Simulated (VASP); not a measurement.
Mg:

```
Mg
1.0
     3.20930    0.00000    0.00000
    -1.60465    2.77934    0.00000
     0.00000    0.00000    5.21030
Mg
2
Direct
  0.66667 0.33333 0.75000
  0.33333 0.66667 0.25000
```

| Quantity | Value |
| --- | --- |
| Program | VASP 6.6.1 |
| Task | relaxation of cell and atoms |
| Functional | revPBE |
| Potentials or basis | VASP PAW PBE potentials, release 64 (Mg) |
| Cutoff | 600 eV |
| k mesh | 10 × 10 × 5 |
| Occupations | fermi-dirac, width 0.05 eV |
| Spin | no spin polarisation |

At the start: pressure 0.4 GPa; volume 23.24 Å³/atom.

**Question.** Where does the relaxation end?

**Answer.** Over 7 steps the energy falls by 2.6 meV/atom and the volume is 23.52 Å³/atom (+1.2 %); space group P6_3/mmc (No. 194, to 0.05 Å).

The path:
| step | energy change (eV) | largest force (eV/Å) | pressure (GPa) | volume (Å³) |
| --- | --- | --- | --- | --- |
| 1 | 0.0000 | 0.0000 | 0.37 | 46.47 |
| 2 | -0.0022 | 0.0000 | 0.11 | 46.84 |
| 3 | -0.0035 | 0.0000 | -0.63 | 47.92 |
| 4 | -0.0042 | 0.0000 | -0.33 | 47.46 |
| 5 | -0.0052 | 0.0000 | -0.15 | 47.23 |
| 6 | -0.0052 | 0.0000 | -0.16 | 47.24 |
| 7 | -0.0053 | 0.0000 | -0.02 | 47.04 |

Final structure:
```
CELL_PARAMETERS angstrom
3.19071 0.00000 0.00000
-1.59536 2.76324 0.00000
0.00000 0.00000 5.33492
ATOMIC_POSITIONS crystal
Mg 0.66667 0.33333 0.75000
Mg 0.33333 0.66667 0.25000
```

Caveat: the PAW data sets were made with another functional, which shifts forces and pressure a little.
